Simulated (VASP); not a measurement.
Set up this calculation in VASP 6.6.1, as the native input.

| Quantity | Value |
| --- | --- |
| Task | single point |
| Functional | PBE |
| Potentials or basis | VASP PAW PBE potentials, release 64 (Ga_d, N) |
| Cutoff | 520 eV |
| k mesh | 16 × 16 × 16 |
| Occupations | fermi-dirac, width 0.05 eV |
| Spin | no spin polarisation |
| Dipole correction | no |
| Further INCAR settings | ALGO = Normal; EDIFF = 1e-07; NBANDS = 16 |

The structure of GaN (rocksalt type) lies in POSCAR:

```
GaN
1.0
    0.0000000000      2.1341334891      2.1341334891
    2.1341334891      0.0000000000      2.1341334891
    2.1341334891      2.1341334891      0.0000000000
Ga N
1 1
Direct
    0.0000000000      0.0000000000      0.0000000000
    0.5000000000      0.5000000000      0.5000000000
```

The input as run:

INCAR

```
SYSTEM = GaN
  ALGO = Normal
  EDIFF = 1E-7
  ENCUT = 520
  GGA = PE
  ISIF = 2
  ISMEAR = -1
  LASPH = .TRUE.
  LCHARG = .FALSE.
  LREAL = .FALSE.
  LWAVE = .FALSE.
  NBANDS = 16
  NELM = 80
  PREC = Accurate
  SIGMA = 0.05
```

KPOINTS

```
k-points
0
G
  16 16 16
  0 0 0
```

Potentials or basis: VASP PAW PBE potentials, release 64 (Ga_d, N).

Run with:

```console
$ cat potpaw_PBE.64/Ga_d/POTCAR potpaw_PBE.64/N/POTCAR > POTCAR
$ mpirun -np 1 vasp_std > vasp.out
```

It gave:

- Pressure: 0.8 GPa
- Band gap on the k mesh: 0.41 eV (least direct gap 2.38 eV)

Wall time 55 s on 1 thread of Intel Xeon 8259CL (shared host), peak memory 0.17 GiB.
